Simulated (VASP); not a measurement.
# SiGe4 in VASP: a series of runs

Runs on SiGe4. Level: LDA. Tasks: single point.

All numbers are computed with VASP 6.6.1; they aren't measurements. Logs are shortened: lines on timing, memory, paths and dates and some standing lists are left out, and cuts for length are marked.

**1. The cell of the first run**

The cell holds a slab with vacuum, 5 atoms: a = 3.975 Å, b = 3.975 Å, c = 19.618 Å, α = 90.00°, β = 90.00°, γ = 120.00°.

**2. Single point, LDA**

INCAR reads:

```
  PREC = Accurate
  ENCUT = 520
  EDIFF = 1E-7
  ISMEAR = 0
  SIGMA = 0.1
  LREAL = F
  LASPH = T
  NELM = 100
  ALGO = Normal
  ISIF = 2
  LWAVE = F
  LCHARG = F
  LDIPOL = T
  IDIPOL = 3
  DIPOL = 0.5 0.5 0.348
  NBANDS = 38
```

KPOINTS reads:

```
Automatic mesh
0
Gamma
  9 9 1
```

POSCAR reads:

```
SiGe4
1.0
    3.9749475856      0.0000000000      0.0000000000
   -1.9874737928      3.4424055879      0.0000000000
    0.0000000000      0.0000000000     19.6181517136
Ge Si
4 1
Direct
    0.3333333333      0.6666666667      0.2038928059
    0.0000000000      0.0000000000      0.2452515838
    0.0000000000      0.0000000000      0.3764881450
    0.6666666667      0.3333333333      0.4138081830
    0.6666666667      0.8333333333      0.5009938036
```

Potentials or basis: VASP PAW LDA potentials, release 64 (Ge_d, Si).

Command:

```
> cat potpaw_LDA.64/Ge_d/POTCAR potpaw_LDA.64/Si/POTCAR > POTCAR
> mpirun -np 1 vasp_std > vasp.out
```

OUTCAR:

```text
PREC = Accurate
   ENCUT = 520
   EDIFF = 1E-7
   ISMEAR = 0
   LREAL = F
   LASPH = T
   NELM = 100
   ISIF = 2

 ion  position               nearest neighbor table
   1  0.333  0.667  0.204-   2 2.43   2 2.43   2 2.43
   2  0.000  0.000  0.245-   1 2.43   1 2.43   1 2.43   3 2.57
   3  0.000  0.000  0.376-   4 2.41   4 2.41   4 2.41   2 2.57   5 2.70
   4  0.667  0.333  0.414-   3 2.41   3 2.41   3 2.41   5 2.62   5 2.62
   5  0.667  0.833  0.501-   4 2.62   4 2.62   3 2.70

  LATTYP: Found a hexagonal cell.
 ALAT       =     3.9749475856
 C/A-ratio  =     4.9354491578

  Lattice vectors:

 A1 = (   3.9749475856,   0.0000000000,   0.0000000000)
 A2 = (  -1.9874737928,   3.4424055879,   0.0000000000)
 A3 = (   0.0000000000,   0.0000000000,  19.6181517136)

Analysis of symmetry for initial positions (statically):
=====================================================================
 Subroutine PRICEL returns:
 Original cell was already a primitive cell.

 Routine SETGRP: Setting up the symmetry group for a
 hexagonal supercell.

 Subroutine GETGRP returns: Found  2 space group operations
 (whereof  2 operations were pure point group operations)
 out of a pool of 24 trial point group operations.

The static configuration has the point symmetry C_1h.

Analysis of symmetry for dynamics (positions and initial velocities):
=====================================================================
 Subroutine PRICEL returns:
 Original cell was already a primitive cell.

 Routine SETGRP: Setting up the symmetry group for a
 hexagonal supercell.

 Subroutine GETGRP returns: Found  2 space group operations
 (whereof  2 operations were pure point group operations)
 out of a pool of 24 trial point group operations.

The dynamic configuration has the point symmetry C_1h.

 Subroutine INISYM returns: Found  2 space group operations
 (whereof  2 operations are pure point group operations),
 and found     1 'primitive' translations

----------------------------------------------------------------------------------------

                                     Primitive cell

  volume of cell :     268.4427

  direct lattice vectors                    reciprocal lattice vectors
     3.974947586  0.000000000  0.000000000     0.251575644  0.145247266  0.000000000
    -1.987473793  3.442405588  0.000000000     0.000000000  0.290494532  0.000000000
     0.000000000  0.000000000 19.618151714     0.000000000  0.000000000  0.050973201

  length of vectors
     3.974947586  3.974947586 19.618151714     0.290494532  0.290494532  0.050973201

  position of ions in fractional coordinates (direct lattice)
     0.333333333  0.666666667  0.203892806
     0.000000000  0.000000000  0.245251584
     0.000000000  0.000000000  0.376488145
     0.666666667  0.333333333  0.413808183
     0.666666667  0.833333333  0.500993804

  ion indices of the primitive-cell ions
   primitive index   ion index
                 1           1
                 2           2
                 3           3
                 4           4
                 5           5

----------------------------------------------------------------------------------------

 KPOINTS: Automatic mesh

Automatic generation of k-mesh.
 Grid dimensions read from file:
 generate k-points for:    9    9    1

 Generating k-lattice:

  Cartesian coordinates                     Fractional coordinates (reciprocal lattice)
     0.027952849  0.016138585  0.000000000     0.111111111  0.000000000  0.000000000
     0.000000000  0.032277170  0.000000000     0.000000000  0.111111111  0.000000000
     0.000000000  0.000000000  0.050973201     0.000000000  0.000000000  1.000000000

  Length of vectors
     0.032277170  0.032277170  0.050973201

  Shift w.r.t. Gamma in fractional coordinates (k-lattice)
     0.000000000  0.000000000  0.000000000

 Subroutine IBZKPT returns following result:
 ===========================================

 Found     25 irreducible k-points:

 Following reciprocal coordinates:
            Coordinates               Weight
  0.000000  0.000000  0.000000      1.000000
  0.111111 -0.000000  0.000000      2.000000
  0.000000  0.111111  0.000000      4.000000
  0.222222  0.000000  0.000000      2.000000
  0.000000  0.222222  0.000000      4.000000
  0.333333  0.000000  0.000000      2.000000
[... 16 lines left out ...]
 -0.222222 -0.444444  0.000000      4.000000
  0.444444  0.333333  0.000000      4.000000
   k-points           NKPTS =     25   k-points in BZ     NKDIM =     25   number of bands    NBANDS=     38
   number of dos      NEDOS =    301   number of ions     NIONS =      5
   total plane-waves  NPLWV = 135000
   dimension x,y,z NGX =    30 NGY =   30 NGZ =  150
   dimension x,y,z NGXF=    60 NGYF=   60 NGZF=  300
   ions per type =               4   1
   NGX,Y,Z   is equivalent  to a cutoff of  12.55, 12.55, 12.71 a.u.
   NGXF,Y,Z  is equivalent  to a cutoff of  25.09, 25.09, 25.42 a.u.
 SYSTEM =  unknown system
   PREC   = accura    normal or accurate (medium, high low for compatibility)
   ISTART =      0    job   : 0-new  1-cont  2-samecut
   ICHARG =      2    charge: 1-file 2-atom 10-const
   ISPIN  =      1    spin polarized calculation?
   LNONCOLLINEAR =      F non collinear calculations
   LSORBIT =      F    spin-orbit coupling
   LASPH  =      T    aspherical Exc in radial PAW
   ENCUT  =  520.0 eV  38.22 Ry    6.18 a.u.   7.39  7.39 36.48*2*pi/ulx,y,z
   NELM   =    100;   NELMIN=  2; NELMDL= -5     # of ELM steps
   EDIFF  = 0.1E-06   stopping-criterion for ELM
   LREAL  =      F    real-space projection
   EDIFFG = 0.1E-05   stopping-criterion for IOM
   NSW    =      0    number of steps for IOM
   IBRION =     -1    ionic relax: 0-MD 1-quasi-New 2-CG
   NFREE  =      0    steps in history (QN), initial steepest desc. (CG)
   ISIF   =      2    stress and relaxation
   ISYM   =      2    0-nonsym 1-usesym 2-fastsym
   POTIM  = 0.5000    time-step for ionic-motion
   TEBEG  =    0.0;   TEEND  =   0.0 temperature during run
   PSTRESS=    0.0 pullay stress
   NELECT =      60.0000    total number of electrons
   NUPDOWN=      -1.0000    fix difference up-down
   EMIN   =  10.00;   EMAX   =-10.00  energy-range for DOS
   EFERMI =   0.00;   METHOD = LEGACY
   ISMEAR =     0;   SIGMA  =   0.10  broadening in eV -4-tet -1-fermi 0-gaus
   EFERMI_NEDOS =   21; number of points for ismear=-14 and -15
   IALGO  =     38    algorithm
   IMIX   =      4    mixing-type and parameters
     AMIX     =   0.40;   BMIX     =  1.00
     AMIX_MAG =   1.60;   BMIX_MAG =  1.00
  volume/ion in A,a.u.               =      53.69       362.31
  Fermi-wavevector in a.u.,A,eV,Ry     =   0.993516  1.877472 13.429950  0.987073
  Thomas-Fermi vector in A             =   2.125403
   LORBIT       =      0    0 simple, 1 ext, 2 COOP (PROOUT), +10 PAW based schemes
   GGA     = CA    functional components
   LHFCALC =     F    Hartree Fock is set to
   AEXX    =    0.0000 exact exchange contribution
   IVDW    =     0    specifies the selected vdW correction
   LEPSILON=     F    determine dielectric tensor
   LRPA    =     F    only Hartree local field effects (RPA)
 non-spin polarized calculation
 Gauss-broadening in eV      SIGMA  =   0.10
  energy-cutoff  :      520.00
  volume of cell :      268.44
 maximum number of plane-waves:      7279
 NGX is ok and might be reduce to    30
   NGX = 15   NGY = 15   NGZ = 73

 dipolmoment           0.000000      0.000000      0.021175 electrons x Angstroem

 number of electron      60.0000056 magnetization

 dipolmoment           0.000000      0.000000     -0.023927 electrons x Angstroem

 Free energy of the ion-electron system (eV)
  ---------------------------------------------------
  ext. energy  EPLUGINS =         0.00000000
  ---------------------------------------------------
  free energy    TOTEN  =       -23.20852881 eV

  energy without entropy =      -23.19230804  energy(sigma->0) =      -23.20041842

 E-fermi :  -0.9646     XC(G=0):  -4.9882

 val. band max:       -0.9715423780   @ k =   0.0000   0.4444   0.0000
 cond. band min:      -0.9377878210   @ k =  -0.1111  -0.4444   0.0000
 fundamental gap:      0.0337545570
 Fermi energy:        -0.9645960835

 k-point     1 :       0.0000    0.0000    0.0000
  band No.  band energies     occupation
      1     -26.0294      2.00000
      2     -26.0171      2.00000
      3     -25.9537      2.00000
      4     -25.9449      2.00000
      5     -25.9136      2.00000
      6     -25.7805      2.00000
[... 30 lines left out ...]
     37       3.2034      0.00000
     38       3.2050      0.00000

 k-point     2 :       0.1111   -0.0000    0.0000
  band No.  band energies     occupation
      1     -26.0348      2.00000
      2     -26.0204      2.00000
      3     -25.9495      2.00000
      4     -25.9363      2.00000
      5     -25.9129      2.00000
      6     -25.7858      2.00000
[... 30 lines left out ...]
     37       3.3605      0.00000
     38       3.5297      0.00000

 k-point     3 :       0.0000    0.1111    0.0000
  band No.  band energies     occupation
      1     -26.0347      2.00000
      2     -26.0216      2.00000
      3     -25.9460      2.00000
      4     -25.9382      2.00000
      5     -25.9137      2.00000
      6     -25.7846      2.00000
[... 30 lines left out ...]
     37       3.2402      0.00000
[... 781 lines left out ...]
 k-point    23 :      -0.2222   -0.4444    0.0000
  band No.  band energies     occupation
      1     -26.0752      2.00000
      2     -25.9984      2.00000
      3     -25.9706      2.00000
      4     -25.8966      2.00000
      5     -25.8829      2.00000
      6     -25.8166      2.00000
[... 30 lines left out ...]
     37       4.2145      0.00000
     38       4.6688      0.00000

 k-point    24 :       0.4444    0.3333    0.0000
  band No.  band energies     occupation
      1     -26.0769      2.00000
      2     -25.9934      2.00000
      3     -25.9692      2.00000
      4     -25.8981      2.00000
      5     -25.8891      2.00000
      6     -25.8110      2.00000
[... 30 lines left out ...]
     37       4.1549      0.00000
     38       4.3952      0.00000

 [... further k-points ...]

------------------------ aborting loop because EDIFF is reached ----------------------------------------

 vacuum level on the upper side and lower side of the slab       (xc-potential included)        -0.225         0.144

  FORCE on cell =-STRESS in cart. coord.  units (eV):
  Direction    XX          YY          ZZ          XY          YZ          ZX
  --------------------------------------------------------------------------------------
  -------------------------------------------------------------------------------------
  Total       -0.5840523     -1.2463417      0.5480178      0.5735595      0.1037531      0.1797057
  in kB       -3.4858668     -7.4386853      3.2707982      3.4232412      0.6192417      1.0725581
  external PRESSURE =      -2.5512513 kB  Pullay stress =       0.0000000 kB

 VOLUME and BASIS-vectors are now :
 -----------------------------------------------------------------------------
  energy-cutoff  :      520.00
  volume of cell :      268.44
      direct lattice vectors                 reciprocal lattice vectors
     3.974947586  0.000000000  0.000000000     0.251575644  0.145247266  0.000000000
    -1.987473793  3.442405588  0.000000000     0.000000000  0.290494532  0.000000000
     0.000000000  0.000000000 19.618151714     0.000000000  0.000000000  0.050973201

 POSITION                                       TOTAL-FORCE (eV/Angst)
 -----------------------------------------------------------------------------------
     -0.00000      2.29494      4.00000        -0.049920     -0.028821      0.201399
      0.00000      0.00000      4.81138        -0.058237     -0.033623     -0.165221
      0.00000      0.00000      7.38600         0.396090      0.228682     -1.166447
      1.98747      1.14747      8.11815        -0.329573     -0.190279      1.122947
      0.99374      2.86867      9.82857         0.041640      0.024041      0.007322
 -----------------------------------------------------------------------------------
    total drift:                               -0.000131     -0.000076     -0.000315

  FREE ENERGIE OF THE ION-ELECTRON SYSTEM (eV)
  ---------------------------------------------------
  free  energy   TOTEN  =       -23.2085288054 eV

  energy  without entropy=      -23.1923080388  energy(sigma->0) =      -23.20041842

 vacuum level on the upper side and lower side of the slab         3.762         4.138
```

Wall time 14 min (1 thread of Intel Xeon 8259CL, shared host); peak memory 0.39 GiB.

What came out:

* Free energy: -23.2085 eV
* Largest force: 1.253 eV/Å
* Band gap on the k mesh: zero (bands 30 and 31 overlap by 0.56 eV)

Forces on the atoms (eV/Å):
```
Ge  -0.050 -0.029  0.201
Ge  -0.058 -0.034 -0.165
Ge   0.396  0.229 -1.166
Ge  -0.330 -0.190  1.123
Si   0.042  0.024  0.007
```

Levels at points of the mesh, in eV from the Fermi level:
| k point | band 27 | band 28 | band 29 | band 30 | band 31 | band 32 | band 33 | band 34 |
| --- | --- | --- | --- | --- | --- | --- | --- | --- |
| (0.00, 0.00, 0.00) | -1.40 | -0.43 | -0.05 | 0.06 | 1.16 | 1.20 | 1.74 | 2.06 |

**3. Single point, LDA**

INCAR reads:

```
PREC = Accurate
ENCUT = 520
EDIFF = 1E-6
ISMEAR = 0
SIGMA = 0.1
LREAL = False
LASPH = True
NELM = 100
ALGO = Normal
ISIF = 2
LWAVE = False
LCHARG = False
LDIPOL = True
IDIPOL = 3
DIPOL = 0.5 0.5 0.352
NBANDS = 38
```

KPOINTS is that of step 2.

POSCAR: that of step 2 with these lines changed.

```diff
@@ -11,3 +11,3 @@
     0.0000000000      0.0000000000      0.3764881450
-    0.6666666667      0.3333333333      0.4138081830
-    0.6666666667      0.8333333333      0.5009938036
+    0.6666666666      0.3333333333      0.4138081830
+    0.8333333333      0.6666666667      0.5195405731
```

Potentials or basis: VASP PAW LDA potentials, release 64 (Ge_d, Si).

Command:

```
> cat potpaw_LDA.64/Ge_d/POTCAR potpaw_LDA.64/Si/POTCAR > POTCAR
> mpirun -np 1 vasp_std > vasp.out
```

It took 12 min on 1 thread of Intel Xeon 8259CL, shared host; peak memory 0.38 GiB.

Results (log left out):

```
Free energy            : -23.1129 eV
Largest force          : 0.768 eV/Å
Band gap on the k mesh : zero (bands 30 and 31 overlap by 0.80 eV)
```

Forces on the atoms (eV/Å):
```
Ge   0.000 -0.103  0.303
Ge   0.000  0.015 -0.230
Ge   0.000  0.295 -0.709
Ge   0.000 -0.350  0.629
Si   0.000  0.143  0.008
```

Levels at points of the mesh, in eV from the Fermi level:
```
           k point  band 27  band 28  band 29  band 30  band 31  band 32  band 33  band 34
(0.00, 0.00, 0.00)    -0.91    -0.20     0.00     0.01     0.84     1.17     1.78     2.61
```

**4. Single point, LDA**

INCAR reads:

```
ALGO = Normal
DIPOL = 0.5 0.5 0.352
EDIFF = 1E-6
ENCUT = 520
IDIPOL = 3
ISIF = 2
ISMEAR = 0
LASPH = T
LCHARG = F
LDIPOL = T
LREAL = F
LWAVE = F
NBANDS = 38
NELM = 100
PREC = Accurate
SIGMA = 0.1
```

KPOINTS reads:

```
k-points
0
Gamma
  9 9 1
```

POSCAR reads:

```
SiGe4
1.0
    3.9749475856      0.0000000000      0.0000000000
   -1.9874737928      3.4424055879      0.0000000000
    0.0000000000      0.0000000000     19.6181517136
Ge Si
4 1
Direct
    0.3333333333      0.6666666666      0.2038928059
    0.0000000000      0.0000000000      0.2452515838
    0.0000000000      0.0000000000      0.3764881450
    0.6666666667      0.3333333333      0.4138081830
    1.0000000000      0.5000000000      0.5200023777
```

Potentials or basis: VASP PAW LDA potentials, release 64 (Ge_d, Si).

Command:

```
> cat potpaw_LDA.64/Ge_d/POTCAR potpaw_LDA.64/Si/POTCAR > POTCAR
> mpirun -np 1 vasp_std > vasp.out
```

OUTCAR:

```text
EDIFF = 1E-6
   ENCUT = 520
   ISIF = 2
   ISMEAR = 0
   LASPH = T
   LREAL = F
   NELM = 100
   PREC = Accurate

 ion  position               nearest neighbor table
   1  0.333  0.667  0.204-   2 2.43   2 2.43   2 2.43
   2  0.000  0.000  0.245-   1 2.43   1 2.43   1 2.43   3 2.57
   3  0.000  0.000  0.376-   4 2.41   4 2.41   4 2.41   2 2.57
   4  0.667  0.333  0.414-   5 2.38   3 2.41   3 2.41   3 2.41
   5  0.000  0.500  0.520-   4 2.38

  LATTYP: Found a hexagonal cell.
 ALAT       =     3.9749475856
 C/A-ratio  =     4.9354491578

[... 1190 lines left out ...]
  -------------------------------------------------------------------------------------
  Total       -1.8037296     -1.7025053     -0.0784934     -0.0876629     -0.1809950     -0.3134925
  in kB      -10.7654077    -10.1612588     -0.4684812     -0.5232083     -1.0802532     -1.8710535
  external PRESSURE =      -7.1317159 kB  Pullay stress =       0.0000000 kB

 VOLUME and BASIS-vectors are now :
 -----------------------------------------------------------------------------
  energy-cutoff  :      520.00
  volume of cell :      268.44
      direct lattice vectors                 reciprocal lattice vectors
     3.974947586  0.000000000  0.000000000     0.251575644  0.145247266  0.000000000
    -1.987473793  3.442405588  0.000000000     0.000000000  0.290494532  0.000000000
     0.000000000  0.000000000 19.618151714     0.000000000  0.000000000  0.050973201

 POSITION                                       TOTAL-FORCE (eV/Angst)
 -----------------------------------------------------------------------------------
     -0.00000      2.29494      4.00000        -0.051829     -0.029923      0.347069
      0.00000      0.00000      4.81138         0.093960      0.054248     -0.236636
      0.00000      0.00000      7.38600         0.026181      0.015116     -0.831931
      1.98747      1.14747      8.11815         0.026117      0.015079      0.722838
     -0.99374      1.72120     10.20149        -0.094429     -0.054519     -0.001341
 -----------------------------------------------------------------------------------
    total drift:                                0.000148      0.000086     -0.000399

  FREE ENERGIE OF THE ION-ELECTRON SYSTEM (eV)
  ---------------------------------------------------
  free  energy   TOTEN  =       -23.0333243193 eV

  energy  without entropy=      -23.0182104585  energy(sigma->0) =      -23.02576739

 vacuum level on the upper side and lower side of the slab         3.866         3.986
```

OSZICAR:

```text
N       E                     dE             d eps       ncg     rms          rms(c)
DAV:   1     0.547494592723E+03    0.54749E+03   -0.31254E+04  2266   0.270E+03
DAV:   2     0.649911655601E+02   -0.48250E+03   -0.46992E+03  2036   0.713E+02
DAV:   3    -0.186464219507E+02   -0.83638E+02   -0.82573E+02  2542   0.192E+02
[... 17 lines left out ...]
DAV:  21    -0.230333124276E+02   -0.65182E-05   -0.45532E-07  1498   0.668E-03    0.837E-04
DAV:  22    -0.230333200050E+02   -0.75774E-05   -0.59336E-07  1412   0.983E-03    0.412E-04
DAV:  23    -0.230333225658E+02   -0.25608E-05   -0.19529E-07  1480   0.656E-03    0.459E-04
DAV:  24    -0.230333237638E+02   -0.11980E-05   -0.12849E-07  1344   0.247E-03    0.271E-04
DAV:  25    -0.230333243193E+02   -0.55548E-06   -0.94807E-08  1432   0.513E-03
   1 F= -.23033324E+02 E0= -.23025767E+02  d E =-.151139E-01
```

stdout:

```text
POSCAR found type information on POSCAR GeSi
 POSCAR found :  2 types and       5 ions
 scaLAPACK will be used
 LDA part: xc-table for (Slater(with rela. corr.)+CA(PZ))
 , standard interpolation
 POSCAR, INCAR and KPOINTS ok, starting setup
 FFT: planning ... GRIDC
 FFT: planning ... GRID_SOFT
 FFT: planning ... GRID
 WAVECAR not read
 entering main loop
```

It took 11 min on 1 thread of Intel Xeon 8259CL, shared host; peak memory 0.38 GiB.

What came out:

```
Free energy            : -23.0333 eV
Largest force          : 0.832 eV/Å
Band gap on the k mesh : zero (bands 30 and 31 overlap by 0.72 eV)
```

Forces on the atoms (eV/Å):
```
Ge  -0.052 -0.030  0.347
Ge   0.094  0.054 -0.237
Ge   0.026  0.015 -0.832
Ge   0.026  0.015  0.723
Si  -0.094 -0.055 -0.001
```

**5. Summary**

| cell | gap on the mesh (eV) | largest force (eV/Å) |
| --- | --- | --- |
| a = 3.975, b = 3.975, c = 19.618 Å, angles 90.0, 90.0, 120.0°, 5 atoms, atomic positions A | none | 1.25 |
| a = 3.975, b = 3.975, c = 19.618 Å, angles 90.0, 90.0, 120.0°, 5 atoms, atomic positions B | none | 0.77 |
| a = 3.975, b = 3.975, c = 19.618 Å, angles 90.0, 90.0, 120.0°, 5 atoms, atomic positions C | none | 0.83 |

Alike in all rows: task single point; level LDA; potentials or basis VASP PAW LDA potentials, release 64 (Ge_d, Si); no spin polarisation; k mesh 9 × 9 × 1; cutoff (eV) 520; smearing gaussian 0.1 eV.

Absolute energies hang on the potentials; compare differences alone.
